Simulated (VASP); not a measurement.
# TiCd (P4/nmm) in VASP: a series of runs

TiCd is run at these levels: LDA; tasks: single point, relaxation of volume and atoms at fixed shape.

All numbers are computed with VASP 6.6.1; they aren't measurements. Logs are shortened: lines on timing, memory, paths and dates and some standing lists are left out, and cuts for length are marked.

## Step 1: The cell of the first run

The structure is tetragonal, space group P4/nmm (No. 129). The conventional cell has a = 2.830 Å, b = 2.830 Å, c = 8.727 Å, α = 90.00°, β = 90.00°, γ = 90.00°. Ti (site symmetry 4mm) has 8 Ti at 2.79 to 2.83 Å and 4 Cd at 3.00 Å within 3.7 Å. Within 3.7 Å of Cd (site symmetry 4mm) lie 8 Cd at 2.83 to 3.06 Å and 4 Ti at 3.00 Å.

## Step 2: Single point, LDA

INCAR reads:

```
SYSTEM = TiCd
PREC = Accurate
ENCUT = 520
EDIFF = 1E-6
ISMEAR = -1
SIGMA = 0.05
LREAL = .FALSE.
LASPH = .TRUE.
NELM = 60
ALGO = Normal
ISIF = 2
LWAVE = .FALSE.
LCHARG = .FALSE.
GGA = CA
NBANDS = 32
```

KPOINTS reads:

```
Automatic mesh
0
G
  8 8 3
  0 0 0
```

POSCAR reads:

```
TiCd
1.0
    2.8303589568      0.0000000000      0.0000000000
    0.0000000000      2.8303589568      0.0000000000
    0.0000000000      0.0000000000      8.7269401169
Ti Cd
2 2
Direct
    0.0000000000      0.5000000000      0.6110036084
    0.5000000000      0.0000000000      0.3889963916
    0.0000000000      0.5000000000      0.1325049491
    0.5000000000      0.0000000000      0.8674950509
```

Potentials or basis: VASP PAW LDA potentials, release 64 (Ti_sv, Cd).

Launch:

```bash
$ cat potpaw_LDA.64/Ti_sv/POTCAR potpaw_LDA.64/Cd/POTCAR > POTCAR
$ mpirun -np 1 vasp_std > vasp.out
```

OUTCAR:

```text
SYSTEM = TiCd
   PREC = Accurate
   ENCUT = 520
   EDIFF = 1E-6
   ISMEAR = -1
   LREAL = .FALSE.
   LASPH = .TRUE.
   NELM = 60
   ISIF = 2
   GGA = CA

 ion  position               nearest neighbor table
   1  0.000  0.500  0.611-   2 2.79   2 2.79   2 2.79   2 2.79   4 3.00   4 3.00   4 3.00   4 3.00

   2  0.500  0.000  0.389-   1 2.79   1 2.79   1 2.79   1 2.79   3 3.00   3 3.00   3 3.00   3 3.00

   3  0.000  0.500  0.133-   2 3.00   2 3.00   2 3.00   2 3.00   4 3.06   4 3.06   4 3.06   4 3.06

   4  0.500  0.000  0.867-   1 3.00   1 3.00   1 3.00   1 3.00   3 3.06   3 3.06   3 3.06   3 3.06

  LATTYP: Found a simple tetragonal cell.
 ALAT       =     2.8303589568
 C/A-ratio  =     3.0833333334

  Lattice vectors:

 A1 = (   2.8303589568,   0.0000000000,   0.0000000000)
 A2 = (   0.0000000000,   2.8303589568,   0.0000000000)
 A3 = (   0.0000000000,   0.0000000000,   8.7269401169)

Analysis of symmetry for initial positions (statically):
=====================================================================
 Subroutine PRICEL returns:
 Original cell was already a primitive cell.

 Routine SETGRP: Setting up the symmetry group for a
 simple tetragonal supercell.

 Subroutine GETGRP returns: Found 16 space group operations
 (whereof  8 operations were pure point group operations)
 out of a pool of 16 trial point group operations.

The static configuration has the point symmetry D_2d.
 The point group associated with its full space group is D_4h.

Analysis of symmetry for dynamics (positions and initial velocities):
=====================================================================
 Subroutine PRICEL returns:
 Original cell was already a primitive cell.

 Routine SETGRP: Setting up the symmetry group for a
 simple tetragonal supercell.

 Subroutine GETGRP returns: Found 16 space group operations
 (whereof  8 operations were pure point group operations)
 out of a pool of 16 trial point group operations.

The dynamic configuration has the point symmetry D_2d.
 The point group associated with its full space group is D_4h.

 Subroutine INISYM returns: Found 16 space group operations
 (whereof  8 operations are pure point group operations),
 and found     1 'primitive' translations

----------------------------------------------------------------------------------------

                                     Primitive cell

  volume of cell :      69.9109

  direct lattice vectors                    reciprocal lattice vectors
     2.830358957  0.000000000  0.000000000     0.353312076  0.000000000  0.000000000
     0.000000000  2.830358957  0.000000000     0.000000000  0.353312076  0.000000000
     0.000000000  0.000000000  8.726940117     0.000000000  0.000000000  0.114587700

  length of vectors
     2.830358957  2.830358957  8.726940117     0.353312076  0.353312076  0.114587700

  position of ions in fractional coordinates (direct lattice)
     0.000000000  0.500000000  0.611003608
     0.500000000  0.000000000  0.388996392
     0.000000000  0.500000000  0.132504949
     0.500000000  0.000000000  0.867495051

  ion indices of the primitive-cell ions
   primitive index   ion index
                 1           1
                 2           2
                 3           3
                 4           4

----------------------------------------------------------------------------------------

 KPOINTS: Automatic mesh

Automatic generation of k-mesh.
 Grid dimensions read from file:
 generate k-points for:    8    8    3

 Generating k-lattice:

  Cartesian coordinates                     Fractional coordinates (reciprocal lattice)
     0.044164010  0.000000000  0.000000000     0.125000000  0.000000000  0.000000000
     0.000000000  0.044164010  0.000000000     0.000000000  0.125000000  0.000000000
     0.000000000  0.000000000  0.038195900     0.000000000  0.000000000  0.333333333

  Length of vectors
     0.044164010  0.044164010  0.038195900

  Shift w.r.t. Gamma in fractional coordinates (k-lattice)
     0.000000000  0.000000000  0.000000000

 Subroutine IBZKPT returns following result:
 ===========================================

 Found     30 irreducible k-points:

 Following reciprocal coordinates:
            Coordinates               Weight
  0.000000  0.000000  0.000000      1.000000
  0.125000  0.000000  0.000000      4.000000
  0.250000  0.000000  0.000000      4.000000
  0.375000  0.000000  0.000000      4.000000
  0.500000  0.000000  0.000000      2.000000
  0.125000  0.125000  0.000000      4.000000
[... 16 lines left out ...]
  0.375000  0.125000  0.333333     16.000000
  0.500000  0.125000  0.333333      8.000000
 [... further k-points ...]
   k-points           NKPTS =     30   k-points in BZ     NKDIM =     30   number of bands    NBANDS=     32
   number of dos      NEDOS =    301   number of ions     NIONS =      4
   total plane-waves  NPLWV =  40320
   dimension x,y,z NGX =    24 NGY =   24 NGZ =   70
   dimension x,y,z NGXF=    48 NGYF=   48 NGZF=  140
   ions per type =               2   2
   NGX,Y,Z   is equivalent  to a cutoff of  14.10, 14.10, 13.33 a.u.
   NGXF,Y,Z  is equivalent  to a cutoff of  28.19, 28.19, 26.67 a.u.
 SYSTEM =  TiCd
   PREC   = accura    normal or accurate (medium, high low for compatibility)
   ISTART =      0    job   : 0-new  1-cont  2-samecut
   ICHARG =      2    charge: 1-file 2-atom 10-const
   ISPIN  =      1    spin polarized calculation?
   LNONCOLLINEAR =      F non collinear calculations
   LSORBIT =      F    spin-orbit coupling
   LASPH  =      T    aspherical Exc in radial PAW
   ENCUT  =  520.0 eV  38.22 Ry    6.18 a.u.   5.26  5.26 16.23*2*pi/ulx,y,z
   NELM   =     60;   NELMIN=  2; NELMDL= -5     # of ELM steps
   EDIFF  = 0.1E-05   stopping-criterion for ELM
   LREAL  =      F    real-space projection
   EDIFFG = 0.1E-04   stopping-criterion for IOM
   NSW    =      0    number of steps for IOM
   IBRION =     -1    ionic relax: 0-MD 1-quasi-New 2-CG
   NFREE  =      0    steps in history (QN), initial steepest desc. (CG)
   ISIF   =      2    stress and relaxation
   ISYM   =      2    0-nonsym 1-usesym 2-fastsym
   POTIM  = 0.5000    time-step for ionic-motion
   TEBEG  =    0.0;   TEEND  =   0.0 temperature during run
   PSTRESS=    0.0 pullay stress
   NELECT =      48.0000    total number of electrons
   NUPDOWN=      -1.0000    fix difference up-down
   EMIN   =  10.00;   EMAX   =-10.00  energy-range for DOS
   EFERMI =   0.00;   METHOD = LEGACY
   ISMEAR =    -1;   SIGMA  =   0.05  broadening in eV -4-tet -1-fermi 0-gaus
   EFERMI_NEDOS =   21; number of points for ismear=-14 and -15
   IALGO  =     38    algorithm
   IMIX   =      4    mixing-type and parameters
     AMIX     =   0.40;   BMIX     =  1.00
     AMIX_MAG =   1.60;   BMIX_MAG =  1.00
  volume/ion in A,a.u.               =      17.48       117.95
  Fermi-wavevector in a.u.,A,eV,Ry     =   1.444243  2.729223 28.379542  2.085837
  Thomas-Fermi vector in A             =   2.562560
   LORBIT       =      0    0 simple, 1 ext, 2 COOP (PROOUT), +10 PAW based schemes
   GGA     = CA    functional components
   LHFCALC =     F    Hartree Fock is set to
   AEXX    =    0.0000 exact exchange contribution
   IVDW    =     0    specifies the selected vdW correction
   LEPSILON=     F    determine dielectric tensor
   LRPA    =     F    only Hartree local field effects (RPA)
 non-spin polarized calculation
  energy-cutoff  :      520.00
  volume of cell :       69.91
 maximum number of plane-waves:      1936
 NGX is ok and might be reduce to    24
   NGX = 11   NGY = 11   NGZ = 33

 number of electron      47.9999998 magnetization

 Free energy of the ion-electron system (eV)
  ---------------------------------------------------
  ext. energy  EPLUGINS =         0.00000000
  ---------------------------------------------------
  free energy    TOTEN  =       -20.52156928 eV

  energy without entropy =      -20.49411405  energy(sigma->0) =      -20.50784166

 E-fermi :   5.9617     XC(G=0): -12.1395

 val. band max:        5.9559115955   @ k =   0.0000   0.0000   0.0000
 cond. band min:       6.0504018296   @ k =   0.5000   0.3750   0.0000
 fundamental gap:      0.0944902341
 Fermi energy:         5.9617136852

 k-point     1 :       0.0000    0.0000    0.0000
  band No.  band energies     occupation
      1     -50.1258      2.00000
      2     -49.9885      2.00000
      3     -26.9021      2.00000
      4     -26.5485      2.00000
      5     -26.5485      2.00000
      6     -26.4573      2.00000
[... 24 lines left out ...]
     31       8.9885      0.00000
     32       9.3724      0.00000

 k-point     2 :       0.1250    0.0000    0.0000
  band No.  band energies     occupation
      1     -50.1120      2.00000
      2     -49.9850      2.00000
      3     -26.8913      2.00000
      4     -26.6478      2.00000
      5     -26.5355      2.00000
      6     -26.4314      2.00000
[... 24 lines left out ...]
     31       9.1769      0.00000
     32       9.6269      0.00000

 k-point     3 :       0.2500    0.0000    0.0000
  band No.  band energies     occupation
      1     -50.0763      2.00000
      2     -49.9787      2.00000
      3     -26.8921      2.00000
      4     -26.8264      2.00000
      5     -26.5521      2.00000
      6     -26.5012      2.00000
[... 24 lines left out ...]
     31       9.2618      0.00000
     32      10.0710      0.00000

 k-point     4 :       0.3750    0.0000    0.0000
  band No.  band energies     occupation
      1     -50.0329      2.00000
      2     -49.9799      2.00000
      3     -26.9811      2.00000
      4     -26.9713      2.00000
      5     -26.5757      2.00000
      6     -26.4624      2.00000
[... 24 lines left out ...]
     31       8.7620      0.00000
     32       9.1719      0.00000

 k-point     5 :       0.5000    0.0000    0.0000
  band No.  band energies     occupation
      1     -49.9977      2.00000
      2     -49.9977      2.00000
      3     -27.0339      2.00000
      4     -27.0339      2.00000
      5     -26.5207      2.00000
      6     -26.5207      2.00000
[... 584 lines left out ...]
     31       8.9831      0.00000
     32       9.5592      0.00000

 k-point    22 :       0.2500    0.1250    0.3333
  band No.  band energies     occupation
      1     -50.0641      2.00000
      2     -49.9739      2.00000
      3     -26.8790      2.00000
      4     -26.8089      2.00000
      5     -26.5937      2.00000
      6     -26.5554      2.00000
[... 24 lines left out ...]
     31       8.9561      0.00000
     32       9.8615      0.00000

 k-point    23 :       0.3750    0.1250    0.3333
  band No.  band energies     occupation
      1     -50.0225      2.00000
      2     -49.9735      2.00000
      3     -26.9636      2.00000
      4     -26.9569      2.00000
      5     -26.5784      2.00000
      6     -26.5487      2.00000
[... 24 lines left out ...]
     31       9.1852      0.00000
     32       9.3004      0.00000

 k-point    24 :       0.5000    0.1250    0.3333
  band No.  band energies     occupation
      1     -49.9893      2.00000
      2     -49.9893      2.00000
      3     -27.0179      2.00000
      4     -27.0179      2.00000
      5     -26.5358      2.00000
      6     -26.5358      2.00000
[... 24 lines left out ...]
     31       9.5550      0.00000
     32       9.5550      0.00000

 [... further k-points ...]

------------------------ aborting loop because EDIFF is reached ----------------------------------------

  FORCE on cell =-STRESS in cart. coord.  units (eV):
  Direction    XX          YY          ZZ          XY          YZ          ZX
  --------------------------------------------------------------------------------------
  -------------------------------------------------------------------------------------
  Total        0.2182397      0.2182397      0.3538827      0.0000000     -0.0000000     -0.0000000
  in kB        5.0014896      5.0014896      8.1100744      0.0000000     -0.0000000     -0.0000000
  external PRESSURE =       6.0376845 kB  Pullay stress =       0.0000000 kB

 VOLUME and BASIS-vectors are now :
 -----------------------------------------------------------------------------
  energy-cutoff  :      520.00
  volume of cell :       69.91
      direct lattice vectors                 reciprocal lattice vectors
     2.830358957  0.000000000  0.000000000     0.353312076  0.000000000  0.000000000
     0.000000000  2.830358957  0.000000000     0.000000000  0.353312076  0.000000000
     0.000000000  0.000000000  8.726940117     0.000000000  0.000000000  0.114587700

 POSITION                                       TOTAL-FORCE (eV/Angst)
 -----------------------------------------------------------------------------------
      0.00000      1.41518      5.33219         0.000000     -0.000000     -0.036121
      1.41518      0.00000      3.39475         0.000000      0.000000      0.036121
      0.00000      1.41518      1.15636         0.000000      0.000000      0.016249
      1.41518      0.00000      7.57058        -0.000000      0.000000     -0.016249
 -----------------------------------------------------------------------------------
    total drift:                                0.000000      0.000000      0.000000

  FREE ENERGIE OF THE ION-ELECTRON SYSTEM (eV)
  ---------------------------------------------------
  free  energy   TOTEN  =       -20.5215692810 eV

  energy  without entropy=      -20.4941140477  energy(sigma->0) =      -20.50784166
```

Run time: 87 s. Hardware: 1 thread of Intel Xeon 8259CL, shared host; peak memory 0.2 GiB.

Results:

```
Free energy            : -20.5216 eV
Pressure               : 0.6 GPa
Largest force          : 0.036 eV/Å
Band gap on the k mesh : zero (bands 24 and 25 overlap by 0.95 eV)
```

Forces on the atoms (eV/Å):
```
Ti   0.000  0.000 -0.036
Ti   0.000  0.000  0.036
Cd   0.000  0.000  0.016
Cd   0.000  0.000 -0.016
```

Stress tensor (GPa, compression positive):
```
0.50 0.00 0.00
0.00 0.50 0.00
0.00 0.00 0.81
```

## Step 3: Relaxation of volume and atoms at fixed shape, LDA

This run uses another cell than the first one, of 18.88 Å³/atom.

INCAR reads:

```
SYSTEM = TiCd
  ALGO = Normal
  EDIFF = 1E-6
  EDIFFG = -0.02
  ENCUT = 600
  IBRION = 2
  ISIF = 8
  ISMEAR = -1
  LASPH = .TRUE.
  LCHARG = .FALSE.
  LREAL = .FALSE.
  LWAVE = .FALSE.
  NELM = 60
  NSW = 60
  PREC = Accurate
  SIGMA = 0.05
```

KPOINTS reads:

```
k-points
0
G
  8 8 3
  0 0 0
```

POSCAR reads:

```
TiCd
1.0
    2.9040000000      0.0000000000      0.0000000000
    0.0000000000      2.9040000000      0.0000000000
    0.0000000000      0.0000000000      8.9540000000
Ti Cd
2 2
Direct
    0.0000000000      0.5000000000      0.6080000000
    0.5000000000      0.0000000000      0.3920000000
    0.0000000000      0.5000000000      0.1300000000
    0.5000000000      0.0000000000      0.8700000000
```

Potentials or basis: VASP PAW LDA potentials, release 64 (Ti_sv, Cd).

Launch:

```bash
$ cat potpaw_LDA.64/Ti_sv/POTCAR potpaw_LDA.64/Cd/POTCAR > POTCAR
$ mpirun -np 1 vasp_std > vasp.out
```

Wall time 8.1 min (1 thread of Intel Xeon 8259CL, shared host); peak memory 0.22 GiB.

Results (log left out):

| Property | Result |
| --- | --- |
| Free energy | -20.5245 eV |
| Relaxed volume | 17.59 Å³/atom |
| Relaxed cell | a = 2.836 Å, b = 2.836 Å, c = 8.745 Å, α = 90.00°, β = 90.00°, γ = 90.00° |
| Space group after relaxing (to 0.1 Å) | P4/nmm (No. 129) |
| Energy gained by relaxing | 30.8 meV/atom |
| Ionic steps | 11 |
| Pressure after relaxing | -0.1 GPa |
| Largest force after relaxing | 0.013 eV/Å |
| Band gap on the k mesh | zero (bands 24 and 25 overlap by 0.93 eV) |

Forces on the atoms (eV/Å):
```
Ti   0.000  0.000 -0.004
Ti   0.000  0.000  0.004
Cd   0.000  0.000  0.013
Cd   0.000  0.000 -0.013
```

Stress tensor (GPa, compression positive):
```
-0.27  0.00  0.00
 0.00 -0.27  0.00
 0.00  0.00  0.17
```

The path:
```tsv
step	energy change (eV)	largest force (eV/Å)	pressure (GPa)	volume (Å³)
1	0.0000	0.2345	-6.56	75.51
2	-0.0647	0.4610	5.50	67.37
3	-0.1136	0.3017	0.13	70.41
4	-0.1215	0.1111	0.07	70.28
5	-0.1231	0.0286	0.06	70.19
6	-0.1231	0.0313	0.10	70.19
7	-0.1232	0.0233	-0.07	70.31
8	-0.1232	0.0216	-0.08	70.34
9	-0.1232	0.0178	-0.19	70.40
10	-0.1232	0.0204	-0.15	70.35
11	-0.1232	0.0126	-0.12	70.35
```

Final structure:
```xyz
4
Lattice="2.8362 0.0000 0.0000 0.0000 2.8362 0.0000 0.0000 0.0000 8.7450" Properties=species:S:1:pos:R:3 pbc="T T T"
Ti    0.0000    1.4181    5.3389
Ti    1.4181    0.0000    3.4061
Cd    2.8362    1.4181    1.1614
Cd    1.4181    0.0000    7.5836
```

Levels at points of the mesh, in eV from the Fermi level:
```
           k point  band 22  band 23  band 24  band 25  band 26  band 27
(0.00, 0.00, 0.00)    -1.97    -1.53    -0.17     0.00     1.34     1.34
(0.50, 0.00, 0.00)    -2.40    -0.90    -0.90     0.32     0.32     1.15
(0.50, 0.50, 0.00)    -1.45     0.83     0.83     1.01     1.01     2.27
```

LDA usually gives volumes a few per cent too small. Zero-point motion and thermal expansion aren't in these numbers.
